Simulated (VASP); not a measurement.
Set up this calculation in VASP 6.6.1, as the native input.

| Property | Result |
| --- | --- |
| Task | single point |
| Functional | PBEsol |
| Potentials or basis | VASP PAW PBE potentials, release 64 (Ba_sv, Ti_sv, O) |
| Cutoff | 520 eV |
| k mesh | 1 × 1 × 1 |
| Occupations | gaussian, width 0.02 eV |
| Spin | no spin polarisation |
| Dipole correction | no |
| Further INCAR settings | ALGO = Normal; EDIFF = 1e-07; NBANDS = 28 |

The structure of BaTiO3 lies in POSCAR:

```
BaTiO3
1.0
    2.8193782869      1.6423719920      2.2963980085
   -2.8265732902      1.6079329908      2.3294340357
   -0.0334225516     -3.2905616540      2.3412718630
Ba Ti O
1 1 3
Direct
    0.0026354493      0.0148621033      0.0353983570
    0.5181817518      0.5016307606      0.5229100921
    0.4831800789      0.4750976295      0.9688660862
    0.4779043671      0.9706272881      0.4676554668
    1.0205296430      0.4990537475      0.4955453533
```

The input as run:

INCAR

```
SYSTEM = BaTiO3
  PREC = Accurate
  ENCUT = 520
  EDIFF = 1E-7
  ISMEAR = 0
  SIGMA = 0.02
  LREAL = .False.
  LASPH = .True.
  NELM = 60
  ALGO = Normal
  ISIF = 2
  LWAVE = .False.
  LCHARG = .False.
  GGA = PS
  NBANDS = 28
```

KPOINTS

```
Automatic mesh
0
Gamma
  1 1 1
  0 0 0
```

Potentials or basis: VASP PAW PBE potentials, release 64 (Ba_sv, Ti_sv, O).

Launch:

```bash
$ cat potpaw_PBE.64/Ba_sv/POTCAR potpaw_PBE.64/Ti_sv/POTCAR potpaw_PBE.64/O/POTCAR > POTCAR
$ mpirun -np 1 vasp_gam > vasp.out
```

It gave:

The pressure is 39.3 GPa and the largest force is 20.942 eV/Å.

Caveat: the k points lie up to 1.57 Å⁻¹ apart; the PAW data sets were made with another functional, which shifts forces and pressure a little.

It took 13 s on 1 thread of Intel Xeon 8259CL, with other jobs on the host, peak memory 0.16 GiB.
